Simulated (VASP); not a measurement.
Here is a VASP 6.6.1 calculation.

The input INCAR:

```
  PREC = Accurate
  ENCUT = 520
  EDIFF = 1E-6
  ISMEAR = 0
  SIGMA = 0.1
  LREAL = False
  LASPH = True
  NELM = 100
  ALGO = Normal
  ISIF = 2
  LWAVE = False
  LCHARG = True
  GGA = PE
  LELF = True
  LVHAR = True
  NBANDS = 56
```

Contents of KPOINTS:

```
Automatic mesh
0
Gamma
  6 6 2
```

Contents of POSCAR:

```
Y5AlN6
1.0
    3.4306670367      0.0000000000      0.0000000000
    0.0000000000      3.4306670367      0.0000000000
    0.0000000000      0.0000000000     14.2469728000
Y Al N
5 1 6
Direct
    0.0000000000      0.0000000000      0.8272355700
    0.5000000000      0.5000000000      0.0000000000
    0.0000000000      0.0000000000      0.1727644300
    0.5000000000      0.5000000000      0.3470204199
    0.5000000000      0.5000000000      0.6529795801
    0.0000000000      0.0000000000      0.5000000000
    0.0000000000      0.0000000000      0.0000000000
    0.5000000000      0.5000000000      0.1712511882
    0.0000000000      0.0000000000      0.3527709694
    0.5000000000      0.5000000000      0.5000000000
    0.0000000000      0.0000000000      0.6472290306
    0.5000000000      0.5000000000      0.8287488118
```

Potentials or basis: VASP PAW PBE potentials, release 64 (Y_sv, Al, N).

The run is started by

```sh
$ cat potpaw_PBE.64/Y_sv/POTCAR potpaw_PBE.64/Al/POTCAR potpaw_PBE.64/N/POTCAR > POTCAR
$ mpirun -np 1 vasp_std > vasp.out
```

Estimate the largest force.

0.031 eV/Å.

What does it give for the pressure?

0.0 GPa.

What does it give for the band gap on the k mesh?

0.20 eV, direct.

Stress tensor (GPa, compression positive):
```
 0.10  0.00  0.00
 0.00  0.10  0.00
 0.00  0.00 -0.06
```

A k mesh can miss the band edges.
